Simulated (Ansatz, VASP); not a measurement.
## SbP2: VASP beside Ansatz

```
Sb P
1.0
     4.26913    0.00000    0.00000
    -2.13456    3.69717    0.00000
     0.00000    0.00000    3.69072
Sb P
1 2
Direct
  0.00000 0.00000 0.00000
  0.33333 0.66667 0.50000
  0.66667 0.33333 0.50000
```

Alike in both runs: functional PBE; k mesh 12 × 12 × 12; occupations gaussian, width 0.1 eV; no spin polarisation.

Ansatz relaxed the structure, and its values are those at the end. VASP's run is a single point on that final structure, the one shown.

```csv
,VASP,Ansatz
version,VASP 6.6.1,Ansatz 0.2.0
potentials or method,"VASP PAW PBE potentials, release 64 (Sb, P), cutoff 520 eV","scalar-relativistic, plane waves, PAW"
valence electrons in the cell,15,25
```

Ansatz gave:

| Quantity | Value |
| --- | --- |
| gap on the k mesh at the Fermi level (eV) | none |
| pressure (GPa) | 0.0 |

Q: Which values does VASP return?

A: gap on the k mesh at the Fermi level (eV): none; pressure (GPa): -0.3.

A gap of «none» marks a metal or a gap that the smearing closes. The functional is the same, so the differences come from potentials, cutoffs and numerics. VASP's potentials hold 15 valence electrons a cell and Ansatz's 25, so a difference there can come from the potentials and not from the codes.

Spin-orbit coupling is off throughout.
